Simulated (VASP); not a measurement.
**Sn: single point with LDA**

Crystal: Sn.

```
CELL_PARAMETERS angstrom
0.00000 3.14823 3.24560
3.14823 0.00000 3.24560
3.14823 3.14823 0.00000
ATOMIC_POSITIONS crystal
Sn 0.50000 0.50000 0.50000
Sn 0.75000 0.75000 0.75000
```

This cell differs from its parent crystal: equal xx and yy strain of -3 %.

```yaml
Program: VASP 6.6.1
Task: single point
Functional: LDA
Potentials_or_basis: VASP PAW LDA potentials, release 64 (Sn_d)
Cutoff: 520 eV
k_mesh: 9 × 9 × 9
Occupations: fermi-dirac, width 0.03 eV
Spin: no spin polarisation
```

```json
{
 "Pressure": "2.7 GPa",
 "Band gap on the k mesh": "zero (bands 14 and 15 overlap by 0.13 eV)"
}
```

Stress tensor (GPa, compression positive):
```
3.07 0.00 0.00
0.00 3.07 0.00
0.00 0.00 2.01
```

Levels at points of the mesh, in eV from the Fermi level:
```csv
k point,band 10,band 11,band 12,band 13,band 14,band 15,band 16,band 17,band 18,band 19
"(0.00, 0.00, 0.00)",-21.28,-11.06,-0.37,-0.05,0.17,0.17,2.12,2.12,2.25,4.91
```

Wall time 2.1 min on 1 thread of Intel Xeon 8259CL, on a shared host, peak memory 0.22 GiB.

Caveat: the cell differs from its parent crystal (equal xx and yy strain of -3 %); spin-orbit coupling is left out, which moves the levels of the heavy elements.
